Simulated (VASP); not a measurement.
Write the native input for VASP 6.6.1 that does the following.

```yaml
Task: relaxation of cell and atoms
Functional: PBE
Potentials_or_basis: VASP PAW PBE potentials, release 64 (Ga_d, Sb, P)
Cutoff: 600 eV
k_mesh: 3 × 3 × 3
Occupations: gaussian, width 0.2 eV
Spin: no spin polarisation
Dipole_correction: no
Further_INCAR_settings: ALGO = Normal; EDIFF = 1e-06; IBRION = 2; EDIFFG = -0.08; NSW = 36; ISIF = 3
```

The structure of GaSb5P lies in POSCAR:

```
GaSb5P
1.0
    0.0000000000      4.7315141800      4.7315141800
    4.7315141800      0.0000000000      4.7315141800
    4.7315141800      4.7315141800      0.0000000000
Ga Sb P
1 5 1
Direct
    0.2500000000      0.2500000000      0.2500000000
    0.6485845600      0.6485845600      0.6485845600
    0.6485845600      0.6485845600      0.0542463200
    0.6485845600      0.0542463200      0.6485845600
    0.0542463200      0.6485845600      0.6485845600
    0.0000000000      0.0000000000      0.0000000000
    0.5000000000      0.5000000000      0.5000000000
```

The cell was generated, and may not be a known phase.

The input as run:

INCAR

```
SYSTEM = GaSb5P
PREC = Accurate
ENCUT = 600
EDIFF = 1E-6
ISMEAR = 0
SIGMA = 0.2
LREAL = .FALSE.
LASPH = .TRUE.
NELM = 100
ALGO = Normal
ISIF = 3
LWAVE = .FALSE.
LCHARG = .FALSE.
GGA = PE
IBRION = 2
NSW = 36
EDIFFG = -0.08
```

KPOINTS

```
Automatic mesh
0
G
  3 3 3
  0 0 0
```

Potentials or basis: VASP PAW PBE potentials, release 64 (Ga_d, Sb, P).

Run with:

```sh
$ cat potpaw_PBE.64/Ga_d/POTCAR potpaw_PBE.64/Sb/POTCAR potpaw_PBE.64/P/POTCAR > POTCAR
$ mpirun -np 1 vasp_std > vasp.out
```

Results of the run:

```
Relaxed volume                        : 37.00 Å³/atom
Relaxed cell                          : a = 7.155 Å, b = 7.155 Å, c = 7.155 Å, α = 60.00°, β = 60.00°, γ = 60.00°
Space group after relaxing (to 0.1 Å) : F-43m (No. 216)
Energy gained by relaxing             : 238.9 meV/atom
Ionic steps                           : 7
Pressure after relaxing               : 0.0 GPa
Band gap on the k mesh                : zero (an odd number of electrons rules out a gap without spin polarisation)
```

Caveat: the k points lie up to 0.36 Å⁻¹ apart in the final cell, too coarse for converged energies and pressures of a metal; the volume moved by over 15 % at a fixed basis, so the end points are rough; spin-orbit coupling is left out, which moves the levels of the heavy elements; an odd number of electrons without spin polarisation forces a metal; a magnetic or distorted state may lie lower.

Run time: 5.5 min on 1 thread of Intel(R) Xeon(R) Platinum 8175M CPU @ 2.50GHz (Skylake/Cascade Lake), on a shared host, peak memory 0.43 GiB.
